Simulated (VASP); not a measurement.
# W18Se36F (a cell with a defect) in VASP: single point with PBE

Aim: the single point of W18Se36F (a cell with a defect) with PBE.

Everything below comes from runs of VASP 6.6.1. Logs are shortened: lines on timing, memory, paths and dates and some standing lists are left out, and cuts for length are marked.

## (1) The cell of the first run

The cell holds a defect, 55 atoms: a = 9.750 Å, b = 9.750 Å, c = 12.826 Å, α = 90.00°, β = 90.00°, γ = 120.00°.

## (2) Single point, PBE

Input file INCAR:

```
SYSTEM = W18Se36F
PREC = Accurate
ENCUT = 520
EDIFF = 1E-6
ISMEAR = -1
SIGMA = 0.01
LREAL = Auto
LASPH = .TRUE.
NELM = 100
ALGO = Normal
ISIF = 2
LWAVE = .FALSE.
LCHARG = .FALSE.
GGA = PE
NBANDS = 270
NELECT = 476.0
```

Input file KPOINTS:

```
Automatic mesh
0
Gamma
  1 1 1
  0.25 0.25 0.25
```

Input file POSCAR:

```
W18Se36F
1.0
    9.7497821400      0.0000000800      0.0000000000
   -4.8748911500      8.4435589800      0.0000000000
    0.0000000000      0.0000000000     12.8261208300
W Se F
18 36 1
Direct
    0.2122166020      0.1218293122      0.7454025365
    0.1221072580      0.2125963701      0.2548196016
    0.2050587624      0.4535254616      0.7386631645
    0.1219332446      0.5447339210      0.2555357963
    0.2114235210      0.7877922093      0.7448503040
    0.1206797767      0.8798825244      0.2557289178
    0.5442110270      0.1217930684      0.7448524871
    0.4538535270      0.2057451091      0.2611052901
    0.5428054050      0.4562465858      0.7429976784
    0.4570890348      0.5436758332      0.2572200156
    0.5461539512      0.7943221540      0.7389443095
    0.4556129472      0.8781545769      0.2554678101
    0.8792329185      0.1200253272      0.7444975084
    0.7884811570      0.2121123262      0.2554029424
    0.8779267177      0.4552541101      0.7447875415
    0.7946867329      0.5462734313      0.2613932961
    0.8776877006      0.7873162189      0.7454215602
    0.7876811943      0.8781876167      0.2548450964
    0.1019235461      0.2346717772      0.8764481599
    0.2285758589      0.1007704196      0.3896956115
    0.1000588089      0.2279933138      0.6103060390
    0.2350272316      0.1025771222      0.1235715787
    0.1003492470      0.5644368688      0.8769182163
    0.2323981767      0.4342122783      0.3877321963
    0.0977784901      0.5675790272      0.6099199519
    0.2355781712      0.4367030526      0.1235828838
    0.1009759564      0.8983518691      0.8781475825
    0.2318136371      0.7683218648      0.3868800291
    0.1008660529      0.8986725870      0.6137943891
    0.2319168445      0.7684868427      0.1232728134
    0.4358922515      0.2350716054      0.8768824299
    0.5677521982      0.0982561923      0.3900174547
    0.4337809350      0.2320883848      0.6124278809
    0.5651073483      0.1007248196      0.1233294946
    0.4258159793      0.5731317774      0.8651370237
    0.5669171625      0.4331829698      0.3913106750
    0.4329894050      0.5667214473      0.6087506974
    0.5741416770      0.4267375834      0.1346649562
    0.4348057799      0.8990846139      0.8768969316
    0.5661187507      0.7678426799      0.3878231046
    0.4320811227      0.9017911740      0.6101982902
    0.5639789609      0.7649787217      0.1234798908
    0.7679796463      0.2314240883      0.8769738060
    0.8990069902      0.1012718606      0.3864838064
    0.7680225991      0.2316511252      0.6134440884
    0.8988985359      0.1015751687      0.1220578709
    0.7641777306      0.5632450665      0.8767814641
    0.9019899699      0.4323950287      0.3903010167
    0.7674827167      0.5657000739      0.6125185552
    0.8996498827      0.4354567709      0.1233136676
    0.7647863298      0.8973429281      0.8766426848
    0.8997848666      0.7718388589      0.3898499060
    0.7714222170      0.8992177299      0.6104512895
    0.8979685588      0.7653267945      0.1237779545
    0.4991896466      0.5006805744      0.0004677954
```

Potentials or basis: VASP PAW PBE potentials, release 64 (W_sv, Se, F).

The run is started by

```sh
$ cat potpaw_PBE.64/W_sv/POTCAR potpaw_PBE.64/Se/POTCAR potpaw_PBE.64/F/POTCAR > POTCAR
$ mpirun -np 1 vasp_std > vasp.out
```

OUTCAR:

```text
SYSTEM = W18Se36F
   PREC = Accurate
   ENCUT = 520
   EDIFF = 1E-6
   ISMEAR = -1
   LREAL = Auto
   LASPH = .TRUE.
   NELM = 100
   ISIF = 2
   GGA = PE
   NELECT = 476.0

 ion  position               nearest neighbor table
   1  0.212  0.122  0.745-  19 2.52  29 2.53  21 2.53  33 2.53  31 2.53  27 2.54   7 3.24  13 3.24
                             9 3.24   5 3.25  17 3.26   3 3.27
   2  0.122  0.213  0.255-  22 2.53  20 2.53  44 2.53  24 2.53  26 2.53  46 2.54   6 3.24   4 3.24
                            10 3.25  14 3.25  18 3.26   8 3.27
   3  0.205  0.454  0.739-  35 2.47  25 2.49  21 2.52  23 2.54  37 2.55  19 2.56  15 3.20  13 3.22
                             5 3.23   1 3.27   9 3.28  11 3.32
   4  0.122  0.545  0.256-  24 2.52  26 2.52  50 2.53  28 2.53  48 2.54  30 2.54  16 3.20   2 3.24
                            14 3.25  12 3.25  10 3.27   6 3.27
   5  0.211  0.788  0.745-  29 2.51  27 2.53  39 2.53  23 2.53  25 2.54  41 2.54   3 3.23  11 3.23
                            15 3.25   7 3.25  17 3.25   1 3.25
   6  0.121  0.880  0.256-  28 2.52  54 2.53  22 2.53  30 2.53  20 2.54  52 2.54   8 3.21  16 3.22
                             2 3.24  18 3.24   4 3.27  12 3.27
   7  0.544  0.122  0.745-  33 2.52  31 2.52  39 2.53  45 2.53  41 2.54  43 2.54  11 3.20   1 3.24
                             5 3.25  15 3.25   9 3.27  13 3.28
   8  0.454  0.206  0.261-  38 2.47  32 2.50  20 2.52  34 2.54  36 2.54  22 2.56  12 3.20   6 3.21
                            14 3.23   2 3.27  10 3.28  16 3.32
   9  0.543  0.456  0.743-  35 2.52  33 2.53  49 2.53  37 2.53  31 2.54  47 2.54   1 3.24  17 3.25
[... 20 lines left out ...]
  20  0.229  0.101  0.390-   8 2.52   2 2.53   6 2.54
  21  0.100  0.228  0.610-   3 2.52   1 2.53  13 2.54
  22  0.235  0.103  0.124-   2 2.53   6 2.53   8 2.56
  23  0.100  0.564  0.877-  15 2.53   5 2.53   3 2.54
  24  0.232  0.434  0.388-   4 2.52  10 2.53   2 2.53
[... 8 lines left out ...]
  33  0.434  0.232  0.612-   7 2.52   9 2.53   1 2.53
  34  0.565  0.101  0.123-  12 2.53  14 2.54   8 2.54
  35  0.426  0.573  0.865-  55 2.13   3 2.47  11 2.47   9 2.52
  36  0.567  0.433  0.391-  10 2.53  16 2.54   8 2.54
  37  0.433  0.567  0.609-   9 2.53   3 2.55  11 2.55
  38  0.574  0.427  0.135-  55 2.13  16 2.47   8 2.47  10 2.52
  39  0.435  0.899  0.877-   7 2.53   5 2.53  11 2.54
  40  0.566  0.768  0.388-  12 2.52  10 2.53  18 2.53
  41  0.432  0.902  0.610-  11 2.50   7 2.54   5 2.54
  42  0.564  0.765  0.123-  12 2.52  18 2.53  10 2.54
  43  0.768  0.231  0.877-  13 2.53   7 2.54  15 2.54
  44  0.899  0.101  0.386-  14 2.51  18 2.53   2 2.53
[... 8 lines left out ...]
  53  0.771  0.899  0.610-  11 2.52  17 2.53  13 2.54
  54  0.898  0.765  0.124-  18 2.53   6 2.53  16 2.56
  55  0.499  0.501  0.000-  35 2.13  38 2.13

  LATTYP: Found a hexagonal cell.
 ALAT       =     9.7497821400
 C/A-ratio  =     1.3155289673

  Lattice vectors:

 A1 = (   9.7497821400,   0.0000000800,   0.0000000000)
 A2 = (  -4.8748911500,   8.4435589800,   0.0000000000)
 A3 = (   0.0000000000,   0.0000000000,  12.8261208300)

[... 225 lines left out ...]
   NUPDOWN=      -1.0000    fix difference up-down
   EMIN   =  10.00;   EMAX   =-10.00  energy-range for DOS
   EFERMI =   0.00;   METHOD = LEGACY
   ISMEAR =    -1;   SIGMA  =   0.01  broadening in eV -4-tet -1-fermi 0-gaus
   EFERMI_NEDOS =   21; number of points for ismear=-14 and -15
   IALGO  =     38    algorithm
   IMIX   =      4    mixing-type and parameters
     AMIX     =   0.40;   BMIX     =  1.00
     AMIX_MAG =   1.60;   BMIX_MAG =  1.00
  volume/ion in A,a.u.               =      19.20       129.55
  Fermi-wavevector in a.u.,A,eV,Ry     =   1.255274  2.372124 21.438876  1.575713
  Thomas-Fermi vector in A             =   2.389039
   LORBIT       =      0    0 simple, 1 ext, 2 COOP (PROOUT), +10 PAW based schemes
   GGA     = PE    functional components
   LHFCALC =     F    Hartree Fock is set to
   AEXX    =    0.0000 exact exchange contribution
   IVDW    =     0    specifies the selected vdW correction
   LEPSILON=     F    determine dielectric tensor
   LRPA    =     F    only Hartree local field effects (RPA)
 non-spin polarized calculation
  energy-cutoff  :      520.00
  volume of cell :     1055.88
 maximum number of plane-waves:     28445
 NGX is ok and might be reduce to    80
   NGX = 37   NGY = 37   NGZ = 47

 number of electron     475.9999975 magnetization

 Free energy of the ion-electron system (eV)
  ---------------------------------------------------
  ext. energy  EPLUGINS =         0.00000000
  ---------------------------------------------------
  free energy    TOTEN  =      -381.78270703 eV

  energy without entropy =     -381.78270703  energy(sigma->0) =     -381.78270703

 E-fermi :   7.2281     XC(G=0): -11.0316

 val. band max:        6.8511943257   @ k =  -0.2500   0.5000   0.2500
 cond. band min:       7.8143331890   @ k =   0.5000   0.2500   0.2500
 fundamental gap:      0.9631388633
 Fermi energy:         7.2281022300

 k-point     1 :       0.2500    0.2500    0.2500
  band No.  band energies     occupation
      1     -67.6284      2.00000
      2     -67.6263      2.00000
      3     -67.6238      2.00000
      4     -67.6237      2.00000
      5     -67.6217      2.00000
      6     -67.6215      2.00000
[... 1507 lines left out ...]
    249       8.6516      0.00000
    250       8.6829      0.00000
 [bands above 250 left out]

------------------------ aborting loop because EDIFF is reached ----------------------------------------

  FORCE on cell =-STRESS in cart. coord.  units (eV):
  Direction    XX          YY          ZZ          XY          YZ          ZX
  --------------------------------------------------------------------------------------
  -------------------------------------------------------------------------------------
  Total       55.6427565     54.5537042     60.4437500     -0.8547675     -3.8645401      7.4749442
  in kB       84.4312924     82.7787845     91.7162314     -1.2970085     -5.8639819     11.3423425
  external PRESSURE =      86.3087694 kB  Pullay stress =       0.0000000 kB

 VOLUME and BASIS-vectors are now :
 -----------------------------------------------------------------------------
  energy-cutoff  :      520.00
  volume of cell :     1055.88
      direct lattice vectors                 reciprocal lattice vectors
     9.749782140  0.000000080  0.000000000     0.102566394  0.059216736  0.000000000
    -4.874891150  8.443558980  0.000000000    -0.000000001  0.118433471  0.000000000
     0.000000000  0.000000000 12.826120830     0.000000000  0.000000000  0.077965896

 POSITION                                       TOTAL-FORCE (eV/Angst)
 -----------------------------------------------------------------------------------
      1.47516      1.02867      9.56062         0.124981     -0.083818     -0.004070
      0.15414      1.79507      3.26835        -0.131258      0.084702     -0.006997
     -0.21161      3.82937      9.47418         0.169294     -0.008452      0.016071
     -1.46670      4.59949      3.27753        -0.142449      0.062193     -0.001183
     -1.77907      6.65177      9.55354         0.162664     -0.082368     -0.005242
     -3.11273      7.42934      3.28001        -0.088325      0.044585      0.010028
[... 47 lines left out ...]
      5.02411      6.46208      1.58759         0.051078     -0.040496     -0.067735
      2.42623      4.22753      0.00600         0.022000     -0.012800     -0.006148
 -----------------------------------------------------------------------------------
    total drift:                                0.002694     -0.003119      0.002032

  FREE ENERGIE OF THE ION-ELECTRON SYSTEM (eV)
  ---------------------------------------------------
  free  energy   TOTEN  =      -381.7827070330 eV

  energy  without entropy=     -381.7827070330  energy(sigma->0) =     -381.78270703
```

It took 1.6 h on 1 thread of AMD EPYC 7R13 (Zen 3), shared host; peak memory 1.8 GiB.

Results:

* Free energy: -381.7827 eV
* Largest force: 0.185 eV/Å

Forces in eV/Å, atoms in the order of the input:
```
W    0.125 -0.084 -0.004
W   -0.131  0.085 -0.007
W    0.169 -0.008  0.016
W   -0.142  0.062 -0.001
W    0.163 -0.082 -0.005
W   -0.088  0.045  0.010
W    0.136 -0.102 -0.012
W   -0.061  0.145  0.005
W    0.160 -0.064 -0.011
W   -0.155  0.061  0.006
W    0.059 -0.152 -0.003
W   -0.136  0.104  0.011
W    0.084 -0.043 -0.011
W   -0.165  0.084  0.003
W    0.140 -0.063 -0.001
W   -0.163  0.015 -0.013
W    0.134 -0.084  0.009
W   -0.123  0.082  0.005
Se  -0.051  0.039  0.066
Se   0.060 -0.052  0.058
Se  -0.063  0.028 -0.037
Se   0.052 -0.039 -0.067
Se  -0.078  0.017  0.029
Se   0.064 -0.023  0.059
Se  -0.053  0.012 -0.031
Se   0.078 -0.041 -0.052
Se  -0.069  0.047  0.038
Se   0.066 -0.019  0.051
Se  -0.051  0.032 -0.038
Se   0.062 -0.038 -0.054
Se  -0.066  0.061  0.057
Se   0.035 -0.031  0.038
Se  -0.051  0.026 -0.063
Se   0.036 -0.057 -0.033
Se  -0.098  0.069  0.032
Se   0.050 -0.025  0.052
Se  -0.050  0.026 -0.045
Se   0.075 -0.057 -0.020
Se  -0.039  0.063  0.034
Se   0.050 -0.025  0.062
Se  -0.032  0.032 -0.040
Se   0.067 -0.062 -0.056
Se  -0.059  0.037  0.055
Se   0.053 -0.031  0.036
Se  -0.062  0.018 -0.047
Se   0.067 -0.048 -0.036
Se  -0.080  0.040  0.049
Se   0.051 -0.014  0.030
Se  -0.067  0.024 -0.061
Se   0.074 -0.017 -0.033
Se  -0.051  0.040  0.066
Se   0.062 -0.028  0.034
Se  -0.063  0.051 -0.056
Se   0.051 -0.040 -0.068
F    0.022 -0.013 -0.006
```

Caveat: the cell carries a net charge on a neutralising background, which shifts energy and pressure; the cell is charged against a uniform background, so pressure and absolute levels hang on convention; spin-orbit coupling is left out, which moves the levels of the heavy elements.
